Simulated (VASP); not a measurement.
# V in VASP: a series of runs

V is run at these levels: PBEsol; tasks: single point.

Everything below comes from runs of VASP 6.6.1. Logs are shortened: lines on timing, memory, paths and dates and some standing lists are left out, and cuts for length are marked.

### 1 The cell of the first run

The structure is trigonal, space group R-3m (No. 166). Conventional cell: a = 4.237 Å, b = 4.237 Å, c = 2.673 Å, α = 90.00°, β = 90.00°, γ = 120.00°. Within 3.4 Å of V (site symmetry -3m) lie 14 V at 2.60 to 3.03 Å.

### 2 Single point, PBEsol, collinear spin, ferromagnetic start (equal xy, yz and zx shear strains of +2 %)

INCAR

```
SYSTEM = V
ALGO = Normal
EDIFF = 1E-7
ENCUT = 520
GGA = PS
ISIF = 2
ISMEAR = -1
ISPIN = 2
LASPH = .True.
LCHARG = .True.
LELF = .True.
LMAXMIX = 4
LORBIT = 11
LREAL = .False.
LVHAR = .True.
LWAVE = .False.
MAGMOM = 1.5
NBANDS = 16
NELM = 150
PREC = Accurate
SIGMA = 0.03
```

KPOINTS

```
k-points
0
Gamma
  19 19 19
  0 0 0
```

POSCAR

```
V
1.0
   -1.4827400000      1.5130000000      1.5130000000
    1.5130000000     -1.4827400000      1.5130000000
    1.5130000000      1.5130000000     -1.4827400000
V
1
Direct
    0.0000000000      0.0000000000      0.0000000000
```

Potentials or basis: VASP PAW PBE potentials, release 64 (V_sv).

Started as:

```bash
> cat potpaw_PBE.64/V_sv/POTCAR > POTCAR
> mpirun -np 1 vasp_std > vasp.out
```

OUTCAR:

```text
SYSTEM = V
   EDIFF = 1E-7
   ENCUT = 520
   GGA = PS
   ISIF = 2
   ISMEAR = -1
   ISPIN = 2
   LASPH = .True.
   LORBIT = 11
   LREAL = .False.
   NELM = 150
   PREC = Accurate

 ion  position               nearest neighbor table
   1  0.000  0.000  0.000-

  LATTYP: Found a trigonal (rhomboedric) cell.
 ALAT       =     2.6032395025
 COS(alpha) =    -0.3242805026

  Lattice vectors:

 A1 = (  -1.4827400000,   1.5130000000,   1.5130000000)
 A2 = (   1.5130000000,  -1.4827400000,   1.5130000000)
 A3 = (   1.5130000000,   1.5130000000,  -1.4827400000)

Analysis of symmetry for initial positions (statically):
=====================================================================
 Subroutine PRICEL returns:
 Original cell was already a primitive cell.

 Routine SETGRP: Setting up the symmetry group for a
 trigonal (rhombohedral) supercell.

 Subroutine GETGRP returns: Found 12 space group operations
 (whereof 12 operations were pure point group operations)
 out of a pool of 12 trial point group operations.

The static configuration has the point symmetry D_3d.

Analysis of symmetry for dynamics (positions and initial velocities):
=====================================================================
 Subroutine PRICEL returns:
 Original cell was already a primitive cell.

 Routine SETGRP: Setting up the symmetry group for a
 trigonal (rhombohedral) supercell.

 Subroutine GETGRP returns: Found 12 space group operations
 (whereof 12 operations were pure point group operations)
 out of a pool of 12 trial point group operations.

The dynamic configuration has the point symmetry D_3d.

Analysis of structural, dynamic, and magnetic symmetry:
=====================================================================
 Subroutine PRICEL returns:
 Original cell was already a primitive cell.

 Routine SETGRP: Setting up the symmetry group for a
 trigonal (rhombohedral) supercell.

 Subroutine GETGRP returns: Found 12 space group operations
 (whereof 12 operations were pure point group operations)
 out of a pool of 12 trial point group operations.

The overall configuration has the point symmetry D_3d.

 Subroutine INISYM returns: Found 12 space group operations
 (whereof 12 operations are pure point group operations),
 and found     1 'primitive' translations

----------------------------------------------------------------------------------------

                                     Primitive cell

  volume of cell :      13.8499

  direct lattice vectors                    reciprocal lattice vectors
    -1.482740000  1.513000000  1.513000000    -0.006545242  0.327262098  0.327262098
     1.513000000 -1.482740000  1.513000000     0.327262098 -0.006545242  0.327262098
     1.513000000  1.513000000 -1.482740000     0.327262098  0.327262098 -0.006545242

  length of vectors
     2.603239503  2.603239503  2.603239503     0.462864777  0.462864777  0.462864777

  position of ions in fractional coordinates (direct lattice)
     0.000000000  0.000000000  0.000000000

  ion indices of the primitive-cell ions
   primitive index   ion index
                 1           1

----------------------------------------------------------------------------------------

 KPOINTS: k-points

Automatic generation of k-mesh.
 Grid dimensions read from file:
 generate k-points for:   19   19   19

 Generating k-lattice:

  Cartesian coordinates                     Fractional coordinates (reciprocal lattice)
    -0.000344486  0.017224321  0.017224321     0.052631579  0.000000000  0.000000000
     0.017224321 -0.000344486  0.017224321     0.000000000  0.052631579  0.000000000
     0.017224321  0.017224321 -0.000344486     0.000000000  0.000000000  0.052631579

  Length of vectors
     0.024361304  0.024361304  0.024361304

  Shift w.r.t. Gamma in fractional coordinates (k-lattice)
     0.000000000  0.000000000  0.000000000

 Subroutine IBZKPT returns following result:
 ===========================================

 Found    670 irreducible k-points:

 Following reciprocal coordinates:
            Coordinates               Weight
  0.000000  0.000000  0.000000      1.000000
  0.052632  0.000000  0.000000      6.000000
  0.105263  0.000000  0.000000      6.000000
  0.157895  0.000000  0.000000      6.000000
  0.210526  0.000000  0.000000      6.000000
  0.263158  0.000000  0.000000      6.000000
[... 16 lines left out ...]
 -0.315789  0.052632  0.000000     12.000000
 -0.263158  0.052632 -0.000000     12.000000
 [... further k-points ...]
   k-points           NKPTS =    670   k-points in BZ     NKDIM =    670   number of bands    NBANDS=     16
   number of dos      NEDOS =    301   number of ions     NIONS =      1
   total plane-waves  NPLWV =   8000
   dimension x,y,z NGX =    20 NGY =   20 NGZ =   20
   dimension x,y,z NGXF=    40 NGYF=   40 NGZF=   40
   ions per type =               1
   NGX,Y,Z   is equivalent  to a cutoff of  12.77, 12.77, 12.77 a.u.
   NGXF,Y,Z  is equivalent  to a cutoff of  25.54, 25.54, 25.54 a.u.
 SYSTEM =  V
   PREC   = accura    normal or accurate (medium, high low for compatibility)
   ISTART =      0    job   : 0-new  1-cont  2-samecut
   ICHARG =      2    charge: 1-file 2-atom 10-const
   ISPIN  =      2    spin polarized calculation?
   LNONCOLLINEAR =      F non collinear calculations
   LSORBIT =      F    spin-orbit coupling
   LASPH  =      T    aspherical Exc in radial PAW
   ENCUT  =  520.0 eV  38.22 Ry    6.18 a.u.   4.84  4.84  4.84*2*pi/ulx,y,z
   NELM   =    150;   NELMIN=  2; NELMDL= -5     # of ELM steps
   EDIFF  = 0.1E-06   stopping-criterion for ELM
   LREAL  =      F    real-space projection
   EDIFFG = 0.1E-05   stopping-criterion for IOM
   NSW    =      0    number of steps for IOM
   IBRION =     -1    ionic relax: 0-MD 1-quasi-New 2-CG
   NFREE  =      0    steps in history (QN), initial steepest desc. (CG)
   ISIF   =      2    stress and relaxation
   ISYM   =      2    0-nonsym 1-usesym 2-fastsym
   POTIM  = 0.5000    time-step for ionic-motion
   TEBEG  =    0.0;   TEEND  =   0.0 temperature during run
   PSTRESS=    0.0 pullay stress
   NELECT =      13.0000    total number of electrons
   NUPDOWN=      -1.0000    fix difference up-down
   EMIN   =  10.00;   EMAX   =-10.00  energy-range for DOS
   EFERMI =   0.00;   METHOD = LEGACY
   ISMEAR =    -1;   SIGMA  =   0.03  broadening in eV -4-tet -1-fermi 0-gaus
   EFERMI_NEDOS =   21; number of points for ismear=-14 and -15
   IALGO  =     38    algorithm
   IMIX   =      4    mixing-type and parameters
     AMIX     =   0.40;   BMIX     =  1.00
     AMIX_MAG =   1.60;   BMIX_MAG =  1.00
  volume/ion in A,a.u.               =      13.85        93.46
  Fermi-wavevector in a.u.,A,eV,Ry     =   1.602902  3.029045 34.957357  2.569293
  Thomas-Fermi vector in A             =   2.699649
   LORBIT       =     11    0 simple, 1 ext, 2 COOP (PROOUT), +10 PAW based schemes
   GGA     = PS    functional components
   LHFCALC =     F    Hartree Fock is set to
   AEXX    =    0.0000 exact exchange contribution
   IVDW    =     0    specifies the selected vdW correction
   LEPSILON=     F    determine dielectric tensor
   LRPA    =     F    only Hartree local field effects (RPA)
 spin polarized calculation
  energy-cutoff  :      520.00
  volume of cell :       13.85
 maximum number of plane-waves:       389
   NGX =  9   NGY =  9   NGZ =  9

 number of electron      12.9999998 magnetization       0.0005340

 number of electron      12.9999998 magnetization      -0.0000284

 Free energy of the ion-electron system (eV)
  ---------------------------------------------------
  ext. energy  EPLUGINS =         0.00000000
  ---------------------------------------------------
  free energy    TOTEN  =        -9.60264250 eV

  energy without entropy =       -9.59718412  energy(sigma->0) =       -9.59991331

 E-fermi :   9.2158     XC(G=0): -12.9046

 val. band max:        9.2150830807   @ k =  -0.2632   0.3684   0.1053
 cond. band min:       9.2176881926   @ k =  -0.2632   0.2105   0.1579
 fundamental gap:      0.0026051119
 Fermi energy:         9.2157812643

 spin component 1

 k-point     1 :       0.0000    0.0000    0.0000
  band No.  band energies     occupation
      1     -54.2869      1.00000
      2     -27.7729      1.00000
      3     -27.7083      1.00000
      4     -27.7083      1.00000
      5       2.6860      1.00000
      6       9.5128      0.00005
[... 8 lines left out ...]
     15      36.2736      0.00000
     16      40.0379      0.00000
[... 419 lines left out ...]
 k-point    24 :      -0.2632    0.0526   -0.0000
  band No.  band energies     occupation
      1     -54.2048      1.00000
      2     -28.1421      1.00000
      3     -27.8460      1.00000
      4     -27.7205      1.00000
      5       4.6740      1.00000
      6       8.8392      1.00000
[... 8 lines left out ...]
     15      35.7929      0.00000
     16      35.9415      0.00000

 [... further k-points ...]

 spin component 2

 k-point     1 :       0.0000    0.0000    0.0000
  band No.  band energies     occupation
      1     -54.2869      1.00000
      2     -27.7729      1.00000
      3     -27.7083      1.00000
      4     -27.7083      1.00000
      5       2.6859      1.00000
      6       9.5127      0.00005
[... 8 lines left out ...]
     15      36.2736      0.00000
     16      40.0379      0.00000
[... 419 lines left out ...]
 k-point    24 :      -0.2632    0.0526   -0.0000
  band No.  band energies     occupation
      1     -54.2048      1.00000
      2     -28.1422      1.00000
      3     -27.8460      1.00000
      4     -27.7205      1.00000
      5       4.6740      1.00000
      6       8.8392      1.00000
[... 8 lines left out ...]
     15      35.7928      0.00000
     16      35.9415      0.00000

 [... further k-points ...]

------------------------ aborting loop because EDIFF is reached ----------------------------------------

  FORCE on cell =-STRESS in cart. coord.  units (eV):
  Direction    XX          YY          ZZ          XY          YZ          ZX
  --------------------------------------------------------------------------------------
  -------------------------------------------------------------------------------------
  Total       -0.9994420     -0.9994420     -0.9994420     -0.0486884     -0.0486884     -0.0486884
  in kB     -115.6167734   -115.6167734   -115.6167734     -5.6323412     -5.6323412     -5.6323412
  external PRESSURE =    -115.6167734 kB  Pullay stress =       0.0000000 kB

 VOLUME and BASIS-vectors are now :
 -----------------------------------------------------------------------------
  energy-cutoff  :      520.00
  volume of cell :       13.85
      direct lattice vectors                 reciprocal lattice vectors
    -1.482740000  1.513000000  1.513000000    -0.006545242  0.327262098  0.327262098
     1.513000000 -1.482740000  1.513000000     0.327262098 -0.006545242  0.327262098
     1.513000000  1.513000000 -1.482740000     0.327262098  0.327262098 -0.006545242

 POSITION                                       TOTAL-FORCE (eV/Angst)
 -----------------------------------------------------------------------------------
      0.00000      0.00000      0.00000        -0.000000     -0.000000     -0.000000
 -----------------------------------------------------------------------------------
    total drift:                                0.000000     -0.000000      0.000000

  FREE ENERGIE OF THE ION-ELECTRON SYSTEM (eV)
  ---------------------------------------------------
  free  energy   TOTEN  =        -9.6026425039 eV

  energy  without entropy=       -9.5971841156  energy(sigma->0) =       -9.59991331

 total charge

# of ion       s       p       d       tot
------------------------------------------
    1        2.335   6.214   3.063  11.612

 magnetization (x)

# of ion       s       p       d       tot
------------------------------------------
    1        0.000  -0.000  -0.000  -0.000
```

Run time: 3.6 min. Hardware: 1 thread of Intel Xeon Platinum 8259CL at 2.50GHz (Skylake/Cascade Lake), shared host; peak memory 0.31 GiB.

Results:

```
Free energy                                           : -9.6026 eV
Pressure                                              : -11.6 GPa
Net moment                                            : 0.00 μB per cell
Valence electrons inside the program's atomic spheres : V 11.61
```

Stress tensor (GPa, compression positive):
```
-11.56  -0.56  -0.56
 -0.56 -11.56  -0.56
 -0.56  -0.56 -11.56
```

Caveat: the cell differs from its parent crystal (equal xy, yz and zx shear strains of +2 %); the cell stands under tension; the PAW data sets were made with another functional, which shifts forces and pressure a little.

### 3 Single point, PBEsol, collinear spin, ferromagnetic start (equal xx and yy strain of -3 %)

INCAR

```
PREC = Accurate
ENCUT = 520
EDIFF = 1E-6
ISMEAR = -1
SIGMA = 0.03
LREAL = False
LASPH = True
NELM = 150
ALGO = Normal
ISIF = 2
LWAVE = False
LCHARG = True
ISPIN = 2
MAGMOM = 1.5
LORBIT = 11
LMAXMIX = 4
GGA = PS
LELF = True
LVHAR = True
NBANDS = 16
```

KPOINTS

```
regular mesh
0
Gamma
  19 19 19
```

POSCAR

```
V
1.0
   -1.4676100000      1.4676100000      1.5130000000
    1.4676100000     -1.4676100000      1.5130000000
    1.4676100000      1.4676100000     -1.5130000000
V
1
Direct
    0.0000000000      0.0000000000      0.0000000000
```

Potentials or basis: VASP PAW PBE potentials, release 64 (V_sv).

Started as:

```bash
> cat potpaw_PBE.64/V_sv/POTCAR > POTCAR
> mpirun -np 1 vasp_std > vasp.out
```

Run time: 4.4 min. Hardware: 1 thread of Intel Xeon 8259CL, shared host; peak memory 0.27 GiB.

Results (log left out):

* Free energy: -9.6338 eV
* Pressure: -1.1 GPa
* Net moment: 0.00 μB per cell
* Valence electrons inside the program's atomic spheres: V 11.72

Stress tensor (GPa, compression positive):
```
 0.45  0.00  0.00
 0.00  0.45  0.00
 0.00  0.00 -4.24
```

Levels at points of the mesh, in eV from the Fermi level:
Spin up:
| k point | band 4 | band 5 | band 6 | band 7 | band 8 | band 9 |
| --- | --- | --- | --- | --- | --- | --- |
| (0.00, 0.00, 0.00) | -36.78 | -6.67 | 0.34 | 0.34 | 0.59 | 2.36 |
Spin down:
| k point | band 2 | band 3 | band 4 | band 5 | band 6 | band 7 | band 8 | band 9 | band 10 | band 11 |
| --- | --- | --- | --- | --- | --- | --- | --- | --- | --- | --- |
| (0.00, 0.00, 0.00) | -36.78 | -36.78 | -36.78 | -6.67 | 0.34 | 0.34 | 0.59 | 2.36 | 2.64 | 20.33 |

Caveat: the cell differs from its parent crystal (equal xx and yy strain of -3 %); the PAW data sets were made with another functional, which shifts forces and pressure a little.

### 4 Single point, PBEsol, collinear spin, ferromagnetic start (equal xx and yy strain of -2 %)

INCAR

```
SYSTEM = V
ALGO = Normal ; EDIFF = 1E-6
ENCUT = 520 ; GGA = PS
ISIF = 2 ; ISMEAR = -1
ISPIN = 2 ; LASPH = .True.
LCHARG = .False. ; LMAXMIX = 4
LORBIT = 11 ; LREAL = .False.
LWAVE = .False. ; MAGMOM = 1.5
NBANDS = 16 ; NELM = 150
PREC = Accurate ; SIGMA = 0.03
```

KPOINTS

```
k-points
0
Gamma
  19 19 19
  0 0 0
```

POSCAR

```
V
1.0
   -1.4827400000      1.4827400000      1.5130000000
    1.4827400000     -1.4827400000      1.5130000000
    1.4827400000      1.4827400000     -1.5130000000
V
1
Direct
    0.0000000000      0.0000000000      0.0000000000
```

Started as:

```bash
> cat potpaw_PBE.64/V_sv/POTCAR > POTCAR
> mpirun -np 1 vasp_std > vasp.out
```

It took 86 s on 1 thread of AMD EPYC 9R45 (Zen 5), shared host; peak memory 0.24 GiB.

It converged, with:

- Free energy: -9.6309 eV
- Pressure: -5.0 GPa
- Net moment: 0.00 μB per cell
- Valence electrons inside the program's atomic spheres: V 11.68

Stress tensor (GPa, compression positive):
```
-4.04  0.00  0.00
 0.00 -4.04  0.00
 0.00  0.00 -6.87
```

Levels at points of the mesh, in eV from the Fermi level:
Spin up:
| k point | band 4 | band 5 | band 6 | band 7 | band 8 | band 9 |
| --- | --- | --- | --- | --- | --- | --- |
| (0.00, 0.00, 0.00) | -36.84 | -6.62 | 0.37 | 0.37 | 0.53 | 2.36 |
Spin down:
| k point | band 2 | band 3 | band 4 | band 5 | band 6 | band 7 | band 8 | band 9 | band 10 | band 11 |
| --- | --- | --- | --- | --- | --- | --- | --- | --- | --- | --- |
| (0.00, 0.00, 0.00) | -36.84 | -36.84 | -36.84 | -6.62 | 0.37 | 0.37 | 0.53 | 2.36 | 2.54 | 20.31 |

Caveat: the cell differs from its parent crystal (equal xx and yy strain of -2 %); the cell stands under tension; the PAW data sets were made with another functional, which shifts forces and pressure a little.

### 5 Summary

| cell | gap on the mesh (eV) | pressure (GPa) | moment (μB) |
| --- | --- | --- | --- |
| a = 2.603 Å, angles 108.9°, 1 atom | none | -11.6 | 0.00 |
| a = 2.568 Å, angles 110.3, 110.3, 107.8°, 1 atom | none | -1.1 | 0.00 |
| a = 2.586 Å, angles 110.0, 110.0, 108.4°, 1 atom | none | -5.0 | 0.00 |

Alike in all rows: task single point; level PBEsol; potentials or basis VASP PAW PBE potentials, release 64 (V_sv); spin collinear, ferromagnetic start; k mesh 19 × 19 × 19; cutoff (eV) 520; smearing fermi-dirac 0.03 eV.

Caveats: the PAW data sets were made with another functional, which shifts forces and pressure a little; the cell stands under tension (at least some runs).

Total energies depend on the potentials used, so only differences within one code and one set of settings carry meaning.
